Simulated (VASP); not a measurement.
Crystal: PbS.

```xyz
2
Lattice="0.0000 2.9680 2.9680 2.9680 0.0000 2.9680 2.9680 2.9680 0.0000" Properties=species:S:1:pos:R:3 pbc="T T T"
Pb    0.0000    0.0000    0.0000
S     2.9680    2.9680    2.9680
```

Base run:

- Program: VASP 6.6.1
- Functional: r2SCAN
- Potentials or basis: VASP PAW PBE potentials, release 64 (Pb_d, S)
- Cutoff: 520 eV
- k mesh: 10 × 10 × 10
- Occupations: gaussian, width 0.03 eV
- Spin: non-collinear spin, zero start, spin-orbit coupling
- Starting moments: [[0.0, 0.0, 0.0], [0.0, 0.0, 0.0]] μB

Its results: pressure 0.9 GPa; net moment 0.00 μB per cell.

Q: The run is repeated on the same cell with these changes: functional from r2SCAN to LDA; potentials or basis from VASP PAW PBE potentials, release 64 (Pb_d, S) to VASP PAW LDA potentials, release 64 (Pb_d, S). What comes out?

A: Pressure -3.0 GPa; net moment 0.00 μB per cell.

Caveats: the PAW data sets were made with another functional, which shifts forces and pressure a little (at least some runs).
